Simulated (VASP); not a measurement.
Wanted: the native input for a VASP 6.6.1 run.

* Task: electric field gradients
* Functional: PBE
* Potentials or basis: VASP PAW PBE potentials, release 64 (Pb_d, S)
* Cutoff: 520 eV
* k mesh: 8 × 8 × 8
* Occupations: fermi-dirac, width 0.01 eV
* Spin: no spin polarisation
* Dipole correction: no
* Further INCAR settings: ALGO = Normal; EDIFF = 1e-08; NBANDS = 17

The structure of PbS lies in POSCAR:

```
PbS
1.0
    0.0000000000      2.9946500000      2.9650000000
    2.9946500000      0.0000000000      2.9650000000
    2.9946500000      2.9946500000      0.0000000000
Pb S
1 1
Direct
    0.0000000000      0.0000000000      0.0000000000
    0.5000000000      0.5000000000      0.5000000000
```

This cell differs from its parent crystal: equal xx and yy strain of +1 %.

The input as run:

INCAR

```
SYSTEM = PbS
ALGO     = Normal         ! electronic algorithm
EDIFF    = 1E-8           ! SCF threshold, eV
ENCUT    = 520            ! plane-wave cutoff, eV
GGA      = PE             ! functional
ISIF     = 2              ! what is computed and relaxed
ISMEAR   = -1             ! smearing method
LASPH    = .TRUE.         ! aspherical terms in the spheres
LCHARG   = .FALSE.        ! write CHGCAR
LEFG     = .TRUE.       
LREAL    = .FALSE.        ! projectors in reciprocal space
LWAVE    = .FALSE.        ! write WAVECAR
NBANDS   = 17             ! bands
NELM     = 100            ! most SCF steps
PREC     = Accurate       ! precision mode
SIGMA    = 0.01           ! smearing width, eV
```

KPOINTS

```
k-points
0
G
  8 8 8
  0 0 0
```

Potentials or basis: VASP PAW PBE potentials, release 64 (Pb_d, S).

Launch:

```console
$ cat potpaw_PBE.64/Pb_d/POTCAR potpaw_PBE.64/S/POTCAR > POTCAR
$ mpirun -np 1 vasp_std > vasp.out
```

It gave:

```json
{"Pressure": "1.0 GPa", "Band gap on the k mesh": "0.43 eV, direct"}
```

Caveat: the cell differs from its parent crystal (equal xx and yy strain of +1 %); without QUAD_EFG the Cq values of the log hold for a quadrupole moment of 1 mb, not for the nuclei; spin-orbit coupling is left out, which moves the levels of the heavy elements.

It took 41 s on 1 thread of Intel(R) Xeon(R) Platinum 8259CL CPU @ 2.50GHz (Skylake/Cascade Lake), with other jobs on the host, peak memory 0.21 GiB.
